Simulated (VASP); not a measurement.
## Na: single point with PBE

Na:

```
CELL_PARAMETERS angstrom
3.47458 0.00000 0.00000
-1.73729 3.00907 0.00000
0.00000 0.00000 11.05310
ATOMIC_POSITIONS crystal
Na 0.00000 0.00000 0.00000
Na 0.00000 0.00000 0.50000
Na 0.33333 0.66667 0.25000
Na 0.66667 0.33333 0.75000
```

This isn't the form of Na at room conditions, which is bcc.

```json
{
  "Program": "VASP 6.6.1",
  "Task": "single point",
  "Functional": "PBE",
  "Potentials or basis": "VASP PAW PBE potentials, release 64 (Na_pv)",
  "Cutoff": "520 eV",
  "k mesh": "8 × 8 × 5",
  "Occupations": "fermi-dirac, width 0.1 eV",
  "Spin": "no spin polarisation",
  "Dipole correction": "no",
  "k mesh for the DOS": "12 × 12 × 8",
  "Occupations for the DOS": "tetrahedron",
  "Further INCAR settings": "ALGO = Normal; EDIFF = 1e-07; NBANDS = 22"
}
```

| Quantity | Value |
| --- | --- |
| Valence electrons inside the program's atomic spheres | Na 6.09 |

Levels at points of the mesh, in eV from the Fermi level:
| k point | band 11 | band 12 | band 13 | band 14 | band 15 | band 16 | band 17 | band 18 |
| --- | --- | --- | --- | --- | --- | --- | --- | --- |
| (0.00, 0.00, 0.00) | -24.77 | -24.77 | -3.86 | -2.59 | -2.59 | 0.72 | 1.39 | 6.72 |
| (0.50, 0.00, 0.00) | -24.78 | -24.78 | 0.20 | 0.32 | 1.15 | 1.31 | 1.68 | 1.81 |
| (0.00, 0.00, 0.50) | -24.77 | -24.77 | -3.54 | -3.54 | -1.06 | -1.06 | 3.67 | 3.67 |
| (0.50, 0.00, 0.50) | -24.78 | -24.78 | 0.43 | 0.43 | 0.70 | 0.70 | 2.82 | 2.82 |

Wall time 5.8 min on 1 thread of Intel Xeon 8259CL, with other jobs on the host, peak memory 0.33 GiB.
